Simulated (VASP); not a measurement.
# InSb (F-43m) in VASP: single point with r2SCAN

Aim: the single point of InSb with r2SCAN.

All numbers are computed with VASP 6.6.1; they aren't measurements. Logs are shortened: lines on timing, memory, paths and dates and some standing lists are left out, and cuts for length are marked.

**1. The cell of the first run**

It takes space group F-43m (No. 216, cubic). Conventional cell: a = 6.479 Å, b = 6.479 Å, c = 6.479 Å, α = 90.00°, β = 90.00°, γ = 90.00°. In (site symmetry -43m) has 4 Sb at 2.81 Å within 3.7 Å. Sb (site symmetry -43m) has 4 In at 2.81 Å within 3.7 Å.

**2. Single point, r2SCAN, non-collinear spin, zero start, spin-orbit coupling**

The input, POSCAR:

```
InSb
1.0
    0.0000000000      3.2395000000      3.2395000000
    3.2395000000      0.0000000000      3.2395000000
    3.2395000000      3.2395000000      0.0000000000
In Sb
1 1
Direct
    0.0000000000      0.0000000000      0.0000000000
    0.2500000000      0.2500000000      0.2500000000
```

The input, INCAR.step1:

```
PREC = Accurate
ENCUT = 520
ISMEAR = 0
SIGMA = 0.03
LREAL = F
LASPH = T
NELM = 150
MAGMOM = 0 0 0 0 0 0
LSORBIT = T
GGA_COMPAT = F
NBANDS = 30
GGA = PE
ALGO = Normal
EDIFF = 1E-4
LWAVE = T
LCHARG = F
```

The input, INCAR.step2:

```
PREC = Accurate
ENCUT = 520
EDIFF = 1E-6
ISMEAR = 0
SIGMA = 0.03
LREAL = F
LASPH = T
NELM = 150
ALGO = Normal
ISIF = 2
LWAVE = F
LCHARG = F
MAGMOM = 0 0 0 0 0 0
LORBIT = 11
LSORBIT = T
GGA_COMPAT = F
LORBMOM = T
METAGGA = R2SCAN
LMIXTAU = T
NBANDS = 30
ISTART = 1
```

The input, KPOINTS:

```
Automatic mesh
0
Gamma
  10 10 10
```

Potentials or basis: VASP PAW PBE potentials, release 64 (In_d, Sb).

The run is started by

```console
$ cat potpaw_PBE.64/In_d/POTCAR potpaw_PBE.64/Sb/POTCAR > POTCAR
$ cp INCAR.step1 INCAR
$ mpirun -np 1 vasp_ncl > vasp.out
$ cp INCAR.step2 INCAR
$ mpirun -np 1 vasp_ncl > vasp.out
```

OUTCAR:

```text
PREC = Accurate
   ENCUT = 520
   EDIFF = 1E-6
   ISMEAR = 0
   LREAL = F
   LASPH = T
   NELM = 150
   ISIF = 2
   LORBIT = 11
   LSORBIT = T
   METAGGA = R2SCAN
   ISTART = 1

 ion  position               nearest neighbor table
   1  0.000  0.000  0.000-   2 2.81   2 2.81   2 2.81   2 2.81
   2  0.250  0.250  0.250-   1 2.81   1 2.81   1 2.81   1 2.81

  LATTYP: Found a face centered cubic cell.
 ALAT       =     6.4790000000

  Lattice vectors:

 A1 = (   0.0000000000,   3.2395000000,   3.2395000000)
 A2 = (   3.2395000000,   0.0000000000,   3.2395000000)
 A3 = (   3.2395000000,   3.2395000000,   0.0000000000)

Analysis of symmetry for initial positions (statically):
=====================================================================
 Subroutine PRICEL returns:
 Original cell was already a primitive cell.

 Routine SETGRP: Setting up the symmetry group for a
 face centered cubic supercell.

 Subroutine GETGRP returns: Found 24 space group operations
 (whereof 24 operations were pure point group operations)
 out of a pool of 48 trial point group operations.

The static configuration has the point symmetry T_d .

Analysis of symmetry for dynamics (positions and initial velocities):
=====================================================================
 Subroutine PRICEL returns:
 Original cell was already a primitive cell.

 Routine SETGRP: Setting up the symmetry group for a
 face centered cubic supercell.

 Subroutine GETGRP returns: Found 24 space group operations
 (whereof 24 operations were pure point group operations)
 out of a pool of 48 trial point group operations.

The dynamic configuration has the point symmetry T_d .

Analysis of structural, dynamic, and magnetic symmetry:
=====================================================================
 Subroutine PRICEL returns:
 Original cell was already a primitive cell.

 Routine SETGRP: Setting up the symmetry group for a
 face centered cubic supercell.

 Subroutine GETGRP returns: Found 24 space group operations
 (whereof 24 operations were pure point group operations)
 out of a pool of 48 trial point group operations.

The overall configuration has the point symmetry T_d .

 Subroutine INISYM returns: Found 24 space group operations
 (whereof 24 operations are pure point group operations),
 and found     1 'primitive' translations

----------------------------------------------------------------------------------------

                                     Primitive cell

  volume of cell :      67.9930

  direct lattice vectors                    reciprocal lattice vectors
     0.000000000  3.239500000  3.239500000    -0.154344806  0.154344806  0.154344806
     3.239500000  0.000000000  3.239500000     0.154344806 -0.154344806  0.154344806
     3.239500000  3.239500000  0.000000000     0.154344806  0.154344806 -0.154344806

  length of vectors
     4.581344835  4.581344835  4.581344835     0.267333046  0.267333046  0.267333046

  position of ions in fractional coordinates (direct lattice)
     0.000000000  0.000000000  0.000000000
     0.250000000  0.250000000  0.250000000

  ion indices of the primitive-cell ions
   primitive index   ion index
                 1           1
                 2           2

----------------------------------------------------------------------------------------

 KPOINTS: Automatic mesh

Automatic generation of k-mesh.
 Grid dimensions read from file:
 generate k-points for:   10   10   10

 Generating k-lattice:

  Cartesian coordinates                     Fractional coordinates (reciprocal lattice)
    -0.015434481  0.015434481  0.015434481     0.100000000  0.000000000  0.000000000
     0.015434481 -0.015434481  0.015434481     0.000000000  0.100000000  0.000000000
     0.015434481  0.015434481 -0.015434481     0.000000000  0.000000000  0.100000000

  Length of vectors
     0.026733305  0.026733305  0.026733305

  Shift w.r.t. Gamma in fractional coordinates (k-lattice)
     0.000000000  0.000000000  0.000000000

 Subroutine IBZKPT returns following result:
 ===========================================

 Found     73 irreducible k-points:

 Following reciprocal coordinates:
            Coordinates               Weight
  0.000000  0.000000  0.000000      1.000000
  0.100000  0.000000  0.000000      4.000000
 -0.100000  0.000000  0.000000      4.000000
  0.200000  0.000000  0.000000      4.000000
 -0.200000  0.000000  0.000000      4.000000
  0.300000  0.000000  0.000000      4.000000
[... 39 lines left out ...]
   EDIFFG = 0.1E-04   stopping-criterion for IOM
   NSW    =      0    number of steps for IOM
   IBRION =     -1    ionic relax: 0-MD 1-quasi-New 2-CG
   NFREE  =      0    steps in history (QN), initial steepest desc. (CG)
   ISIF   =      2    stress and relaxation
   ISYM   =      2    0-nonsym 1-usesym 2-fastsym
   POTIM  = 0.5000    time-step for ionic-motion
   TEBEG  =    0.0;   TEEND  =   0.0 temperature during run
   PSTRESS=    0.0 pullay stress
   NELECT =      18.0000    total number of electrons
   NUPDOWN=      -1.0000    fix difference up-down
   EMIN   =  10.00;   EMAX   =-10.00  energy-range for DOS
   EFERMI =   0.00;   METHOD = LEGACY
   ISMEAR =     0;   SIGMA  =   0.03  broadening in eV -4-tet -1-fermi 0-gaus
   EFERMI_NEDOS =   21; number of points for ismear=-14 and -15
   IALGO  =     38    algorithm
   IMIX   =      4    mixing-type and parameters
     AMIX     =   0.40;   BMIX     =  1.00
     AMIX_MAG =   1.60;   BMIX_MAG =  1.00
  volume/ion in A,a.u.               =      34.00       229.42
  Fermi-wavevector in a.u.,A,eV,Ry     =   1.051181  1.986445 15.034198  1.104982
  Thomas-Fermi vector in A             =   2.186214
   LORBIT       =     11    0 simple, 1 ext, 2 COOP (PROOUT), +10 PAW based schemes
   METAGGA = R2SCAN    functional components
   LHFCALC =     F    Hartree Fock is set to
   AEXX    =    0.0000 exact exchange contribution
   IVDW    =     0    specifies the selected vdW correction
   LEPSILON=     F    determine dielectric tensor
   LRPA    =     F    only Hartree local field effects (RPA)
 Gauss-broadening in eV      SIGMA  =   0.03
  energy-cutoff  :      520.00
  volume of cell :       67.99
 maximum number of plane-waves:      3706
 NGX is ok and might be reduce to    36
   NGX = 17   NGY = 17   NGZ = 17

 number of electron      17.9999993 magnetization       0.0000000      0.0000000      0.0000000

 number of electron      17.9999993 magnetization      -0.0000000     -0.0000000      0.0000000

 number of electron      17.9999993 magnetization       0.0000000      0.0000000     -0.0000000

 Free energy of the ion-electron system (eV)
  ---------------------------------------------------
  ext. energy  EPLUGINS =         0.00000000
  ---------------------------------------------------
  free energy    TOTEN  =       -48.84961741 eV

  energy without entropy =      -48.84957201  energy(sigma->0) =      -48.84959471

 E-fermi :   5.1676     XC(G=0):  -9.2418

 val. band max:        5.1641332223   @ k =   0.0000   0.0000   0.0000
 cond. band min:       5.7561167466   @ k =   0.5000   0.0000   0.0000
 fundamental gap:      0.5919835242
 Fermi energy:         5.1676369133

 k-point     1 :       0.0000    0.0000    0.0000
  band No.  band energies     occupation
      1     -10.6432      1.00000
      2     -10.6432      1.00000
      3     -10.6432      1.00000
      4     -10.6432      1.00000
      5      -9.8352      1.00000
      6      -9.8352      1.00000
[... 781 lines left out ...]
     29      12.6534      0.00000
     30      12.6898      0.00000

 [... further k-points ...]
[... 5 lines left out ...]
  --------------------------------------------------------------------------------------
  -------------------------------------------------------------------------------------
  Total        0.7169650      0.7169650      0.7169650      0.0000000      0.0000000      0.0000000
  in kB       16.8944716     16.8944716     16.8944716      0.0000000      0.0000000      0.0000000
  external PRESSURE =      16.8944716 kB  Pullay stress =       0.0000000 kB

 VOLUME and BASIS-vectors are now :
 -----------------------------------------------------------------------------
  energy-cutoff  :      520.00
  volume of cell :       67.99
      direct lattice vectors                 reciprocal lattice vectors
     0.000000000  3.239500000  3.239500000    -0.154344806  0.154344806  0.154344806
     3.239500000  0.000000000  3.239500000     0.154344806 -0.154344806  0.154344806
     3.239500000  3.239500000  0.000000000     0.154344806  0.154344806 -0.154344806

 POSITION                                       TOTAL-FORCE (eV/Angst)
 -----------------------------------------------------------------------------------
      0.00000      0.00000      0.00000         0.000000      0.000000      0.000000
      1.61975      1.61975      1.61975        -0.000000     -0.000000     -0.000000
 -----------------------------------------------------------------------------------
    total drift:                                0.000000      0.000000      0.000000

  FREE ENERGIE OF THE ION-ELECTRON SYSTEM (eV)
  ---------------------------------------------------
  free  energy   TOTEN  =       -48.8496174054 eV

  energy  without entropy=      -48.8495720082  energy(sigma->0) =      -48.84959471

 orbital moment (x)

 # of ion     p       d       tot
 ----------------------------------------
  1        -0.000  -0.000  -0.000
  2         0.000   0.000   0.000
 ----------------------------------------
           -0.000   0.000  -0.000

 orbital moment (y)

 # of ion     p       d       tot
 ----------------------------------------
  1        -0.000   0.000  -0.000
  2        -0.000  -0.000  -0.000
 ----------------------------------------
           -0.000   0.000  -0.000

 orbital moment (z)

 # of ion     p       d       tot
 ----------------------------------------
  1         0.000  -0.000  -0.000
  2         0.000   0.000   0.000
 ----------------------------------------
            0.000   0.000   0.000

 Spin-Orbit-Coupling matrix elements

 Ion:    1  E_soc:     -0.0720060
 l=   1
     0.0000000    -0.0057838    -0.0057838
    -0.0057838     0.0000000    -0.0057838
    -0.0057838    -0.0057838     0.0000000
 l=   2
     0.0000000    -0.0012390     0.0000000    -0.0012390    -0.0049782
    -0.0012390     0.0000000    -0.0037336    -0.0012390    -0.0012445
     0.0000000    -0.0037336     0.0000000    -0.0037336     0.0000000
    -0.0012390    -0.0012390    -0.0037336     0.0000000    -0.0012445
    -0.0049782    -0.0012445     0.0000000    -0.0012445     0.0000000
 l=   3
     0.0000000     0.0000000     0.0000000     0.0000000     0.0000000     0.0000000     0.0000000
     0.0000000     0.0000000     0.0000000     0.0000000     0.0000000     0.0000000     0.0000000
     0.0000000     0.0000000     0.0000000     0.0000000     0.0000000     0.0000000     0.0000000
     0.0000000     0.0000000     0.0000000     0.0000000     0.0000000     0.0000000     0.0000000
     0.0000000     0.0000000     0.0000000     0.0000000     0.0000000     0.0000000     0.0000000
     0.0000000     0.0000000     0.0000000     0.0000000     0.0000000     0.0000000     0.0000000
     0.0000000     0.0000000     0.0000000     0.0000000     0.0000000     0.0000000     0.0000000

 Ion:    2  E_soc:     -0.1200720
 l=   1
     0.0000000    -0.0199217    -0.0199217
    -0.0199217     0.0000000    -0.0199217
    -0.0199217    -0.0199217     0.0000000
 l=   2
     0.0000000    -0.0000346     0.0000000    -0.0000346    -0.0000557
    -0.0000346     0.0000000    -0.0000418    -0.0000346    -0.0000139
     0.0000000    -0.0000418     0.0000000    -0.0000418     0.0000000
    -0.0000346    -0.0000346    -0.0000418     0.0000000    -0.0000139
    -0.0000557    -0.0000139     0.0000000    -0.0000139     0.0000000
 l=   3
     0.0000000     0.0000000     0.0000000     0.0000000     0.0000000     0.0000000     0.0000000
     0.0000000     0.0000000     0.0000000     0.0000000     0.0000000     0.0000000     0.0000000
     0.0000000     0.0000000     0.0000000     0.0000000     0.0000000     0.0000000     0.0000000
     0.0000000     0.0000000     0.0000000     0.0000000     0.0000000     0.0000000     0.0000000
     0.0000000     0.0000000     0.0000000     0.0000000     0.0000000     0.0000000     0.0000000
     0.0000000     0.0000000     0.0000000     0.0000000     0.0000000     0.0000000     0.0000000
     0.0000000     0.0000000     0.0000000     0.0000000     0.0000000     0.0000000     0.0000000

 total charge

# of ion       s       p       d       tot
------------------------------------------
    1        0.859   0.754   9.865  11.478
    2        1.110   1.363   0.021   2.494
--------------------------------------------------
tot          1.969   2.117   9.886  13.972

 magnetization (x)

# of ion       s       p       d       tot
------------------------------------------
    1       -0.000   0.000   0.000  -0.000
    2        0.000   0.000  -0.000   0.000
--------------------------------------------------
tot         -0.000   0.000  -0.000   0.000

 magnetization (y)

# of ion       s       p       d       tot
------------------------------------------
    1        0.000   0.000  -0.000  -0.000
    2        0.000   0.000  -0.000   0.000
--------------------------------------------------
tot          0.000   0.000  -0.000   0.000

 magnetization (z)

# of ion       s       p       d       tot
------------------------------------------
    1        0.000   0.000  -0.000   0.000
    2       -0.000   0.000   0.000  -0.000
--------------------------------------------------
tot          0.000   0.000   0.000   0.000
```

Run time: 15 min. Hardware: 1 thread of AMD EPYC 9R45 (Zen 5), shared host; peak memory 0.56 GiB.

What came out:

| Item | Value |
| --- | --- |
| Free energy | -48.8496 eV |
| Pressure | 1.7 GPa |
| Net moment | 0.00 μB per cell |
| Valence electrons inside the program's atomic spheres | In 11.48; Sb 2.49 |

Moments on the atoms (μB; x, y, z):
```
In  0.00 0.00 0.00
Sb  0.00 0.00 0.00
```

Caveat: the PAW data sets were made with another functional, which shifts forces and pressure a little.
